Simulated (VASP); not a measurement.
# Mg (Fd-3m) in VASP: further runs

The runs below take Mg through single point, with PBE.

All numbers are computed with VASP 6.6.1; they aren't measurements. Logs are shortened: lines on timing, memory, paths and dates and some standing lists are left out, and cuts for length are marked.

### 1 The cell of the first run

Symmetry: Fd-3m, No. 227, cubic system. The conventional cell has a = 6.954 Å, b = 6.954 Å, c = 6.954 Å, α = 90.00°, β = 90.00°, γ = 90.00°. Mg (site symmetry -43m) has 4 Mg at 3.01 Å within 4.0 Å.

### 2 Single point, PBE (volume scaled by 1.04)

Contents of INCAR:

```
  ALGO = Normal
  EDIFF = 1E-6
  ENCUT = 520
  GGA = PE
  ISIF = 2
  ISMEAR = -1
  LASPH = True
  LCHARG = True
  LELF = True
  LREAL = False
  LVHAR = True
  LWAVE = False
  NBANDS = 9
  NELM = 60
  PREC = Accurate
  SIGMA = 0.1
```

Contents of KPOINTS:

```
k-points
0
Gamma
  9 9 9
```

Contents of POSCAR:

```
Mg
1.0
    0.0000000000      3.4770082953      3.4770082953
    3.4770082953      0.0000000000      3.4770082953
    3.4770082953      3.4770082953      0.0000000000
Mg
2
Direct
    0.1250000000      0.1250000000      0.1250000000
    0.8750000000      0.8750000000      0.8750000000
```

Potentials or basis: VASP PAW PBE potentials, release 64 (Mg).

The run is started by

```bash
$ cat potpaw_PBE.64/Mg/POTCAR > POTCAR
$ mpirun -np 1 vasp_std > vasp.out
```

OUTCAR:

```text
EDIFF = 1E-6
   ENCUT = 520
   GGA = PE
   ISIF = 2
   ISMEAR = -1
   LASPH = True
   LREAL = False
   NELM = 60
   PREC = Accurate

 ion  position               nearest neighbor table
   1  0.125  0.125  0.125-   2 3.01   2 3.01   2 3.01   2 3.01
   2  0.875  0.875  0.875-   1 3.01   1 3.01   1 3.01   1 3.01

  LATTYP: Found a face centered cubic cell.
 ALAT       =     6.9540165906

  Lattice vectors:

 A1 = (   0.0000000000,   3.4770082953,   3.4770082953)
 A2 = (   3.4770082953,   0.0000000000,   3.4770082953)
 A3 = (   3.4770082953,   3.4770082953,   0.0000000000)

Analysis of symmetry for initial positions (statically):
=====================================================================
 Subroutine PRICEL returns:
 Original cell was already a primitive cell.

 Routine SETGRP: Setting up the symmetry group for a
 face centered cubic supercell.

 Subroutine GETGRP returns: Found 48 space group operations
 (whereof 12 operations were pure point group operations)
 out of a pool of 48 trial point group operations.

The static configuration has the point symmetry D_3d.
 The point group associated with its full space group is O_h .

Analysis of symmetry for dynamics (positions and initial velocities):
=====================================================================
 Subroutine PRICEL returns:
 Original cell was already a primitive cell.

 Routine SETGRP: Setting up the symmetry group for a
 face centered cubic supercell.

 Subroutine GETGRP returns: Found 48 space group operations
 (whereof 12 operations were pure point group operations)
 out of a pool of 48 trial point group operations.

The dynamic configuration has the point symmetry D_3d.
 The point group associated with its full space group is O_h .

 Subroutine INISYM returns: Found 48 space group operations
 (whereof 12 operations are pure point group operations),
 and found     1 'primitive' translations

----------------------------------------------------------------------------------------

                                     Primitive cell

  volume of cell :      84.0712

  direct lattice vectors                    reciprocal lattice vectors
     0.000000000  3.477008295  3.477008295    -0.143801785  0.143801785  0.143801785
     3.477008295  0.000000000  3.477008295     0.143801785 -0.143801785  0.143801785
     3.477008295  3.477008295  0.000000000     0.143801785  0.143801785 -0.143801785

  length of vectors
     4.917232288  4.917232288  4.917232288     0.249071998  0.249071998  0.249071998

  position of ions in fractional coordinates (direct lattice)
     0.125000000  0.125000000  0.125000000
     0.875000000  0.875000000  0.875000000

  ion indices of the primitive-cell ions
   primitive index   ion index
                 1           1
                 2           2

----------------------------------------------------------------------------------------

 KPOINTS: k-points

Automatic generation of k-mesh.
 Grid dimensions read from file:
 generate k-points for:    9    9    9

 Generating k-lattice:

  Cartesian coordinates                     Fractional coordinates (reciprocal lattice)
    -0.015977976  0.015977976  0.015977976     0.111111111  0.000000000  0.000000000
     0.015977976 -0.015977976  0.015977976     0.000000000  0.111111111  0.000000000
     0.015977976  0.015977976 -0.015977976     0.000000000  0.000000000  0.111111111

  Length of vectors
     0.027674666  0.027674666  0.027674666

  Shift w.r.t. Gamma in fractional coordinates (k-lattice)
     0.000000000  0.000000000  0.000000000

 Subroutine IBZKPT returns following result:
 ===========================================

 Found     35 irreducible k-points:

 Following reciprocal coordinates:
            Coordinates               Weight
  0.000000  0.000000  0.000000      1.000000
  0.111111  0.000000  0.000000      8.000000
  0.222222  0.000000  0.000000      8.000000
  0.333333  0.000000  0.000000      8.000000
  0.444444  0.000000  0.000000      8.000000
  0.111111  0.111111  0.000000      6.000000
[... 16 lines left out ...]
 -0.333333  0.333333  0.000000     12.000000
  0.444444  0.444444  0.000000      6.000000
 [... further k-points ...]
   k-points           NKPTS =     35   k-points in BZ     NKDIM =     35   number of bands    NBANDS=      9
   number of dos      NEDOS =    301   number of ions     NIONS =      2
   total plane-waves  NPLWV =  64000
   dimension x,y,z NGX =    40 NGY =   40 NGZ =   40
   dimension x,y,z NGXF=    80 NGYF=   80 NGZF=   80
   ions per type =               2
   NGX,Y,Z   is equivalent  to a cutoff of  13.52, 13.52, 13.52 a.u.
   NGXF,Y,Z  is equivalent  to a cutoff of  27.05, 27.05, 27.05 a.u.
 SYSTEM =  unknown system
   PREC   = accura    normal or accurate (medium, high low for compatibility)
   ISTART =      0    job   : 0-new  1-cont  2-samecut
   ICHARG =      2    charge: 1-file 2-atom 10-const
   ISPIN  =      1    spin polarized calculation?
   LNONCOLLINEAR =      F non collinear calculations
   LSORBIT =      F    spin-orbit coupling
   LASPH  =      T    aspherical Exc in radial PAW
   ENCUT  =  520.0 eV  38.22 Ry    6.18 a.u.   9.14  9.14  9.14*2*pi/ulx,y,z
   NELM   =     60;   NELMIN=  2; NELMDL= -5     # of ELM steps
   EDIFF  = 0.1E-05   stopping-criterion for ELM
   LREAL  =      F    real-space projection
   EDIFFG = 0.1E-04   stopping-criterion for IOM
   NSW    =      0    number of steps for IOM
   IBRION =     -1    ionic relax: 0-MD 1-quasi-New 2-CG
   NFREE  =      0    steps in history (QN), initial steepest desc. (CG)
   ISIF   =      2    stress and relaxation
   ISYM   =      2    0-nonsym 1-usesym 2-fastsym
   POTIM  = 0.5000    time-step for ionic-motion
   TEBEG  =    0.0;   TEEND  =   0.0 temperature during run
   PSTRESS=    0.0 pullay stress
   NELECT =       4.0000    total number of electrons
   NUPDOWN=      -1.0000    fix difference up-down
   EMIN   =  10.00;   EMAX   =-10.00  energy-range for DOS
   EFERMI =   0.00;   METHOD = LEGACY
   ISMEAR =    -1;   SIGMA  =   0.10  broadening in eV -4-tet -1-fermi 0-gaus
   EFERMI_NEDOS =   21; number of points for ismear=-14 and -15
   IALGO  =     38    algorithm
   IMIX   =      4    mixing-type and parameters
     AMIX     =   0.40;   BMIX     =  1.00
     AMIX_MAG =   1.60;   BMIX_MAG =  1.00
  volume/ion in A,a.u.               =      42.04       283.67
  Fermi-wavevector in a.u.,A,eV,Ry     =   0.593215  1.121015  4.787952  0.351905
  Thomas-Fermi vector in A             =   1.642329
   LORBIT       =      0    0 simple, 1 ext, 2 COOP (PROOUT), +10 PAW based schemes
   GGA     = PE    functional components
   LHFCALC =     F    Hartree Fock is set to
   AEXX    =    0.0000 exact exchange contribution
   IVDW    =     0    specifies the selected vdW correction
   LEPSILON=     F    determine dielectric tensor
   LRPA    =     F    only Hartree local field effects (RPA)
 non-spin polarized calculation
  energy-cutoff  :      520.00
  volume of cell :       84.07
 maximum number of plane-waves:      2285
 NGX is ok and might be reduce to    40
   NGX = 19   NGY = 19   NGZ = 19

 number of electron       4.0000000 magnetization

 Free energy of the ion-electron system (eV)
  ---------------------------------------------------
  ext. energy  EPLUGINS =         0.00000000
  ---------------------------------------------------
  free energy    TOTEN  =        -1.48253953 eV

  energy without entropy =       -1.44031832  energy(sigma->0) =       -1.46142893

 E-fermi :  -0.0149     XC(G=0):  -6.5629

 val. band max:       -0.0818459051   @ k =  -0.2222   0.3333   0.1111
 cond. band min:       0.1374652148   @ k =  -0.4444   0.3333   0.1111
 fundamental gap:      0.2193111199
 Fermi energy:        -0.0149422440

 k-point     1 :       0.0000    0.0000    0.0000
  band No.  band energies     occupation
      1      -4.8472      2.00000
      2       3.0625      0.00000
      3       3.0625      0.00000
      4       3.0625      0.00000
      5       4.1329      0.00000
      6       4.1329      0.00000
      7       4.1329      0.00000
      8       5.4003      0.00000
      9       6.5578      0.00000

 k-point     2 :       0.1111    0.0000    0.0000
  band No.  band energies     occupation
      1      -4.7398      2.00000
      2       2.0588      0.00000
      3       2.8537      0.00000
      4       2.8537      0.00000
      5       4.2275      0.00000
      6       4.4235      0.00000
      7       4.4235      0.00000
      8       6.0061      0.00000
      9       6.5782      0.00000

 k-point     3 :       0.2222    0.0000    0.0000
  band No.  band energies     occupation
      1      -4.4217      2.00000
      2       0.6271      0.00325
      3       2.5482      0.00000
      4       2.5482      0.00000
      5       3.9855      0.00000
      6       4.7063      0.00000
      7       4.7063      0.00000
      8       6.4293      0.00000
      9       6.4293      0.00000

 k-point     4 :       0.3333    0.0000    0.0000
  band No.  band energies     occupation
      1      -3.9133      2.00000
      2      -0.6770      1.99734
      3       2.3359      0.00000
      4       2.3359      0.00000
      5       3.7642      0.00000
      6       4.5145      0.00000
      7       4.5145      0.00000
      8       6.5543      0.00000
      9       7.1983      0.00000
[... 205 lines left out ...]
 k-point    22 :      -0.4444    0.3333    0.0000
  band No.  band energies     occupation
      1      -2.4818      2.00000
      2      -1.4841      2.00000
      3      -0.1550      1.60445
      4       1.2042      0.00001
      5       2.7253      0.00000
      6       4.5560      0.00000
      7       7.0301      0.00000
      8       7.4224      0.00000
      9       8.3185      0.00000

 k-point    23 :      -0.3333    0.3333    0.0000
  band No.  band energies     occupation
      1      -2.5760      2.00000
      2      -1.3827      2.00000
      3      -0.4322      1.96964
      4       1.4674      0.00000
      5       3.0188      0.00000
      6       5.9315      0.00000
      7       6.6720      0.00000
      8       6.9009      0.00000
      9       7.2172      0.00000

 k-point    24 :       0.4444    0.4444    0.0000
  band No.  band energies     occupation
      1      -2.6160      2.00000
      2      -1.4420      2.00000
      3       0.9613      0.00012
      4       0.9613      0.00012
      5       2.3672      0.00000
      6       2.5291      0.00000
      7       8.7644      0.00000
      8       8.7644      0.00000
      9       9.3775      0.00000

 [... further k-points ...]

------------------------ aborting loop because EDIFF is reached ----------------------------------------

  FORCE on cell =-STRESS in cart. coord.  units (eV):
  Direction    XX          YY          ZZ          XY          YZ          ZX
  --------------------------------------------------------------------------------------
  -------------------------------------------------------------------------------------
  Total       -0.2106419     -0.2106419     -0.2106419      0.0000000      0.0000000     -0.0000000
  in kB       -4.0142855     -4.0142855     -4.0142855      0.0000000      0.0000000     -0.0000000
  external PRESSURE =      -4.0142855 kB  Pullay stress =       0.0000000 kB

 VOLUME and BASIS-vectors are now :
 -----------------------------------------------------------------------------
  energy-cutoff  :      520.00
  volume of cell :       84.07
      direct lattice vectors                 reciprocal lattice vectors
     0.000000000  3.477008295  3.477008295    -0.143801785  0.143801785  0.143801785
     3.477008295  0.000000000  3.477008295     0.143801785 -0.143801785  0.143801785
     3.477008295  3.477008295  0.000000000     0.143801785  0.143801785 -0.143801785

 POSITION                                       TOTAL-FORCE (eV/Angst)
 -----------------------------------------------------------------------------------
      0.86925      0.86925      0.86925         0.000000     -0.000000      0.000000
      6.08476      6.08476      6.08476        -0.000000      0.000000     -0.000000
 -----------------------------------------------------------------------------------
    total drift:                               -0.000000     -0.000000     -0.000000

  FREE ENERGIE OF THE ION-ELECTRON SYSTEM (eV)
  ---------------------------------------------------
  free  energy   TOTEN  =        -1.4825395290 eV

  energy  without entropy=       -1.4403183226  energy(sigma->0) =       -1.46142893
```

It took 16 s on 1 thread of AMD EPYC 9R45 (Zen 5), shared host; peak memory 0.2 GiB.

What came out:

| Quantity | Value |
| --- | --- |
| Free energy | -1.4825 eV |
| Pressure | -0.4 GPa |
| Band gap on the k mesh | zero (band 2 reaches 3.06 eV, above the bottom of band 3 at -0.43 eV) |

Levels at points of the mesh, in eV from the Fermi level:
```tsv
k point	band 1	band 2	band 3	band 4	band 5
(0.00, 0.00, 0.00)	-4.83	3.08	3.08	3.08	4.15
```

### 3 Single point, PBE (volume scaled by 1.08)

Contents of INCAR:

```
PREC     = Accurate       # precision mode
ENCUT    = 520            # plane-wave cutoff, eV
EDIFF    = 1E-6           # SCF threshold, eV
ISMEAR   = -1             # smearing method
SIGMA    = 0.1            # smearing width, eV
LREAL    = F              # projectors in reciprocal space
LASPH    = T              # aspherical terms in the spheres
NELM     = 60             # most SCF steps
ALGO     = Normal         # electronic algorithm
ISIF     = 2              # what is computed and relaxed
LWAVE    = F              # write WAVECAR
LCHARG   = T              # write CHGCAR
GGA      = PE             # functional
LELF     = T              # ELF
LVHAR    = T            
NBANDS   = 9              # bands
```

Contents of KPOINTS:

```
Automatic mesh
0
Gamma
  9 9 9
```

Contents of POSCAR:

```
Mg
1.0
    0.0000000000      3.5210257313      3.5210257313
    3.5210257313      0.0000000000      3.5210257313
    3.5210257313      3.5210257313      0.0000000000
Mg
2
Direct
    0.1250000000      0.1250000000      0.1250000000
    0.8750000000      0.8750000000      0.8750000000
```

Potentials or basis: VASP PAW PBE potentials, release 64 (Mg).

The run is started by

```bash
$ cat potpaw_PBE.64/Mg/POTCAR > POTCAR
$ mpirun -np 1 vasp_std > vasp.out
```

OUTCAR:

```text
PREC = Accurate
   ENCUT = 520
   EDIFF = 1E-6
   ISMEAR = -1
   LREAL = F
   LASPH = T
   NELM = 60
   ISIF = 2
   GGA = PE

 ion  position               nearest neighbor table
   1  0.125  0.125  0.125-   2 3.05   2 3.05   2 3.05   2 3.05
   2  0.875  0.875  0.875-   1 3.05   1 3.05   1 3.05   1 3.05

  LATTYP: Found a face centered cubic cell.
 ALAT       =     7.0420514626

  Lattice vectors:

 A1 = (   0.0000000000,   3.5210257313,   3.5210257313)
 A2 = (   3.5210257313,   0.0000000000,   3.5210257313)
 A3 = (   3.5210257313,   3.5210257313,   0.0000000000)

Analysis of symmetry for initial positions (statically):
=====================================================================
 Subroutine PRICEL returns:
 Original cell was already a primitive cell.

 Routine SETGRP: Setting up the symmetry group for a
 face centered cubic supercell.

 Subroutine GETGRP returns: Found 48 space group operations
 (whereof 12 operations were pure point group operations)
 out of a pool of 48 trial point group operations.

The static configuration has the point symmetry D_3d.
[... 168 lines left out ...]
 Fermi energy:        -0.1131955085

 k-point     1 :       0.0000    0.0000    0.0000
  band No.  band energies     occupation
      1      -4.8543      2.00000
      2       2.8687      0.00000
      3       2.8687      0.00000
      4       2.8687      0.00000
      5       3.9427      0.00000
      6       3.9427      0.00000
      7       3.9427      0.00000
      8       5.0087      0.00000
      9       6.2925      0.00000
[... 265 lines left out ...]
 k-point    24 :       0.4444    0.4444    0.0000
  band No.  band energies     occupation
      1      -2.6915      2.00000
      2      -1.5551      2.00000
      3       0.8351      0.00015
      4       0.8351      0.00015
      5       2.2343      0.00000
      6       2.4017      0.00000
      7       8.4518      0.00000
      8       8.4518      0.00000
      9       9.1045      0.00000

 [... further k-points ...]

------------------------ aborting loop because EDIFF is reached ----------------------------------------

  FORCE on cell =-STRESS in cart. coord.  units (eV):
  Direction    XX          YY          ZZ          XY          YZ          ZX
  --------------------------------------------------------------------------------------
  -------------------------------------------------------------------------------------
  Total       -0.3934303     -0.3934303     -0.3934303     -0.0000000      0.0000000      0.0000000
  in kB       -7.2200607     -7.2200607     -7.2200607     -0.0000000      0.0000000      0.0000000
  external PRESSURE =      -7.2200607 kB  Pullay stress =       0.0000000 kB

 VOLUME and BASIS-vectors are now :
 -----------------------------------------------------------------------------
  energy-cutoff  :      520.00
  volume of cell :       87.30
      direct lattice vectors                 reciprocal lattice vectors
     0.000000000  3.521025731  3.521025731    -0.142004074  0.142004074  0.142004074
     3.521025731  0.000000000  3.521025731     0.142004074 -0.142004074  0.142004074
     3.521025731  3.521025731  0.000000000     0.142004074  0.142004074 -0.142004074

 POSITION                                       TOTAL-FORCE (eV/Angst)
 -----------------------------------------------------------------------------------
      0.88026      0.88026      0.88026         0.000000      0.000000      0.000000
      6.16180      6.16180      6.16180        -0.000000     -0.000000     -0.000000
 -----------------------------------------------------------------------------------
    total drift:                               -0.000000     -0.000000     -0.000000

  FREE ENERGIE OF THE ION-ELECTRON SYSTEM (eV)
  ---------------------------------------------------
  free  energy   TOTEN  =        -1.4711053853 eV

  energy  without entropy=       -1.4270304608  energy(sigma->0) =       -1.44906792
```

stdout:

```text
POSCAR found type information on POSCAR Mg
 POSCAR found :  1 types and       2 ions
 scaLAPACK will be used
 LDA part: xc-table for (Slater+PW92), standard interpolation
 POSCAR, INCAR and KPOINTS ok, starting setup
 FFT: planning ... GRIDC
 FFT: planning ... GRID_SOFT
 FFT: planning ... GRID
 WAVECAR not read
 entering main loop
```

Wall time 16 s (1 thread of AMD EPYC 9R45 (Zen 5), shared host); peak memory 0.2 GiB.

Results:

```yaml
Free_energy: -1.4711 eV
Pressure: -0.7 GPa
Band_gap_on_the_k_mesh: zero (band 2 reaches 2.87 eV, above the bottom of band 3 at -0.50 eV)
```

Levels at points of the mesh, in eV from the Fermi level:
```
           k point  band 1  band 2  band 3  band 4  band 5
(0.00, 0.00, 0.00)   -4.74    2.98    2.98    2.98    4.06
```
